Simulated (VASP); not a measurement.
Write the native input for VASP 6.6.1 that does the following.

```yaml
Task: relaxation of cell and atoms
Functional: PBE
Potentials_or_basis: VASP PAW PBE potentials, release 64 (Sr_sv, O)
Cutoff: 600 eV
k_mesh: 9 × 9 × 9
Occupations: fermi-dirac, width 0.05 eV
Spin: no spin polarisation
Dipole_correction: no
Further_INCAR_settings: ALGO = Normal; EDIFF = 1e-07; IBRION = 2; EDIFFG = -0.01; NSW = 60; ISIF = 3
```

The structure of SrO lies in POSCAR:

```
SrO
1.0
    0.0000000000      2.5663000000      2.5663000000
    2.5663000000      0.0000000000      2.5663000000
    2.5663000000      2.5663000000      0.0000000000
Sr O
1 1
Direct
    0.5000000000      0.5000000000      0.5000000000
    0.0000000000      0.0000000000      0.0000000000
```

One way to write it, as run:

INCAR

```
PREC     = Accurate       # precision mode
ENCUT    = 600            # plane-wave cutoff, eV
EDIFF    = 1E-7           # SCF threshold, eV
ISMEAR   = -1             # smearing method
SIGMA    = 0.05           # smearing width, eV
LREAL    = False          # projectors in reciprocal space
LASPH    = True           # aspherical terms in the spheres
NELM     = 120            # most SCF steps
ALGO     = Normal         # electronic algorithm
ISIF     = 3              # what is computed and relaxed
LWAVE    = False          # write WAVECAR
LCHARG   = False          # write CHGCAR
GGA      = PE             # functional
IBRION   = 2              # ionic algorithm
NSW      = 60             # ionic steps
EDIFFG   = -0.01          # ionic threshold
GGA_COMPAT= False        
NELMIN   = 4
```

KPOINTS

```
regular mesh
0
Gamma
  9 9 9
```

Potentials or basis: VASP PAW PBE potentials, release 64 (Sr_sv, O).

Launch:

```sh
$ cat potpaw_PBE.64/Sr_sv/POTCAR potpaw_PBE.64/O/POTCAR > POTCAR
$ mpirun -np 1 vasp_std > vasp.out
```

Results of the run:

| Quantity | Value |
| --- | --- |
| Relaxed volume | 17.62 Å³/atom |
| Relaxed cell | a = 3.680 Å, b = 3.680 Å, c = 3.680 Å, α = 60.00°, β = 60.00°, γ = 60.00° |
| Space group after relaxing (to 0.05 Å) | Fm-3m (No. 225) |
| Energy gained by relaxing | 8.2 meV/atom |
| Ionic steps | 3 |
| Pressure after relaxing | 0.0 GPa |
| Band gap on the k mesh | 3.34 eV, indirect (least direct gap 3.46 eV) |

Wall time 45 s on 1 thread of Intel(R) Xeon(R) Platinum 8375C CPU @ 2.90GHz (Ice Lake) (shared host), peak memory 0.18 GiB.
